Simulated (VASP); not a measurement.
Wanted: the native input for a VASP 6.6.1 run.

- Task: single point
- Functional: PBE
- Dispersion: D3(BJ)
- Potentials or basis: VASP PAW PBE potentials, release 64 (Mo_sv, S)
- Cutoff: 520 eV
- k mesh: 12 × 12 × 4
- Occupations: gaussian, width 0.05 eV
- Spin: no spin polarisation
- Dipole correction: no
- Further INCAR settings: ALGO = Normal; EDIFF = 1e-07; NBANDS = 35

The structure of MoS2 lies in POSCAR:

```
MoS2
1.0
    3.2753000000      0.0000000000      0.0000000000
   -1.6376500000      2.8364930050      0.0000000000
    0.0000000000      0.0000000000     13.1844000000
Mo S
2 4
Direct
    0.6666666667      0.3333333333      0.2501439769
    0.3333333333      0.6666666667      0.7498560231
    0.3333333333      0.6666666667      0.3795985159
    0.6666666667      0.3333333333      0.8793132861
    0.3333333333      0.6666666667      0.1206867139
    0.6666666667      0.3333333333      0.6204014841
```

One way to write it, as run:

INCAR

```
  PREC = Accurate
  ENCUT = 520
  EDIFF = 1E-7
  ISMEAR = 0
  SIGMA = 0.05
  LREAL = False
  LASPH = True
  NELM = 60
  ALGO = Normal
  ISIF = 2
  LWAVE = False
  LCHARG = False
  GGA = PE
  IVDW = 12
  NBANDS = 35
```

KPOINTS

```
Automatic mesh
0
Gamma
  12 12 4
```

Potentials or basis: VASP PAW PBE potentials, release 64 (Mo_sv, S).

Command:

```console
$ cat potpaw_PBE.64/Mo_sv/POTCAR potpaw_PBE.64/S/POTCAR > POTCAR
$ mpirun -np 1 vasp_std > vasp.out
```

Results of the run:

| Property | Result |
| --- | --- |
| Pressure | -18.1 GPa |
| Largest force | 2.531 eV/Å |
| Band gap on the k mesh | 1.01 eV (least direct gap 1.53 eV) |
| Dispersion energy per atom | -0.370 eV |

Caveat: the stress differs along the axes, from -24 to -15 GPa; forces of over 1 eV/Å act on the atoms, so gaps and moduli don't describe the material at rest.

Run time: 97 s on 1 thread of Intel(R) Xeon(R) 6975P-C (Granite Rapids) (shared host), peak memory 0.37 GiB.
